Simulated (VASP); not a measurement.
**NaI: single point with PBEsol**

NaI:

```xyz
2
Lattice="0.0000 3.0081 3.0081 3.0081 0.0000 3.0081 3.0081 3.0081 0.0000" Properties=species:S:1:pos:R:3 pbc="T T T"
I     3.0081    3.0081    3.0081
Na    0.0000    0.0000    0.0000
```

```yaml
Program: VASP 6.6.1
Task: single point
Functional: PBEsol
Potentials_or_basis: VASP PAW PBE potentials, release 64 (I, Na_pv)
Cutoff: 520 eV
k_mesh: 7 × 7 × 7
Occupations: fermi-dirac, width 0.05 eV
Spin: no spin polarisation
```

| Property | Result |
| --- | --- |
| Pressure | 5.1 GPa |
| Band gap on the k mesh | 4.19 eV |

Levels at points of the mesh, in eV from the valence-band top:
| k point | band 5 | band 6 | band 7 | band 8 | band 9 | band 10 |
| --- | --- | --- | --- | --- | --- | --- |
| (0.00, 0.00, 0.00) | 0.00 | 0.00 | 0.00 | 4.19 | 7.77 | 7.77 |

Wall time 7.2 s on 1 thread of Intel(R) Xeon(R) Platinum 8488C (Sapphire Rapids), with other jobs on the host, peak memory 0.17 GiB.

Caveat: the cell stands under pressure; the PAW data sets were made with another functional, which shifts forces and pressure a little; spin-orbit coupling is left out, which moves the levels of the heavy elements; an odd mesh through Γ misses points on the zone boundary, where band edges can lie. Expect the measured gap to be larger: semilocal functionals such as PBEsol lack the derivative discontinuity.
